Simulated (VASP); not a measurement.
SnO2, 3 atoms in the cell. The structure is cubic, space group Fm-3m (No. 225). Conventional cell: a = 5.249 Å, b = 5.249 Å, c = 5.249 Å, α = 90.00°, β = 90.00°, γ = 90.00°. Sn (site symmetry m-3m) has 8 O at 2.27 Å within 3.0 Å. Within 3.0 Å of O (site symmetry -43m) lie 4 Sn at 2.27 Å and 6 O at 2.62 Å. 

* Program: VASP 6.6.1
* Task: single point
* Functional: LDA
* Potentials or basis: VASP PAW LDA potentials, release 64 (Sn_d, O)
* Cutoff: 520 eV
* k mesh: 9 × 9 × 9
* Occupations: fermi-dirac, width 0.05 eV
* Spin: no spin polarisation
* Dipole correction: no
* Further INCAR settings: ALGO = Normal; EDIFF = 1e-06; NBANDS = 20

Potentials or basis: VASP PAW LDA potentials, release 64 (Sn_d, O).

Launch:

```console
$ cat potpaw_LDA.64/Sn_d/POTCAR potpaw_LDA.64/O/POTCAR > POTCAR
$ mpirun -np 1 vasp_std > vasp.out
```

Hardware: 1 thread of Intel Xeon 6975P-C, with other jobs on the host.

Task: How long does it take, and how much memory?

Result: Wall time 18 s on 1 thread of Intel Xeon 6975P-C, on a shared host, peak memory 0.15 GiB. Counts: scf iterations 13, k points 35.
